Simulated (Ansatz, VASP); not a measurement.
## One calculation of ZnS, two programs

The input INCAR:

```
PREC = Accurate
ENCUT = 500
EDIFF = 1E-6
ISMEAR = 0
SIGMA = 0.05
LREAL = False
LASPH = True
NELM = 120
ALGO = Normal
ISIF = 2
LWAVE = False
LCHARG = False
NBANDS = 16
GGA_COMPAT = False
```

File KPOINTS:

```
regular mesh
0
Gamma
  14 14 14
```

The input POSCAR:

```
ZnS
1.0
    0.0000000000      2.4059504095      2.4059504095
    2.4059504095      0.0000000000      2.4059504095
    2.4059504095      2.4059504095      0.0000000000
Zn S
1 1
Direct
    0.0000000000      0.0000000000      0.0000000000
    0.5000000000      0.5000000000      0.5000000000
```

Input for Ansatz:

```yaml
crystal:
  lattice:
    - [0.0, 2.4059504095, 2.4059504095]
    - [2.4059504095, 0.0, 2.4059504095]
    - [2.4059504095, 2.4059504095, 0.0]
  atoms:
    - { symbol: Zn, position: [0.0, 0.0, 0.0] }
    - { symbol: S, position: [0.5, 0.5, 0.5] }
scf:
  occupations: { method: gaussian, width: 0.05 }
output:
  forces: true
  stress: true
  eigenvalues: true
hamiltonian:
  xc: lda
basis:
  ecutwfc: 500
kpoints:
  mp_grid: { grid: [14, 14, 14] }
```

Alike in both runs: task single point; functional LDA; k mesh 14 × 14 × 14; occupations gaussian, width 0.05 eV; no spin polarisation.

|  | VASP | Ansatz |
| --- | --- | --- |
| version | VASP 6.6.1 | Ansatz 0.2.0 |
| potentials or method | VASP PAW LDA potentials, release 64 (Zn, S), cutoff 500 eV | scalar-relativistic, plane waves, PAW |
| valence electrons in the cell | 18 | 18 |

VASP gave:

| Property | Result |
| --- | --- |
| gap on the k mesh at the Fermi level (eV) | none |
| pressure (GPa) | 13.1 |

Question: Which values does Ansatz return?

Answer: gap on the k mesh at the Fermi level (eV): none; pressure (GPa): 12.6.

LDA's correlation is that of Perdew and Zunger in VASP and of Perdew and Wang (1992) in Ansatz. A gap of «none» marks a metal or a gap that the smearing closes.
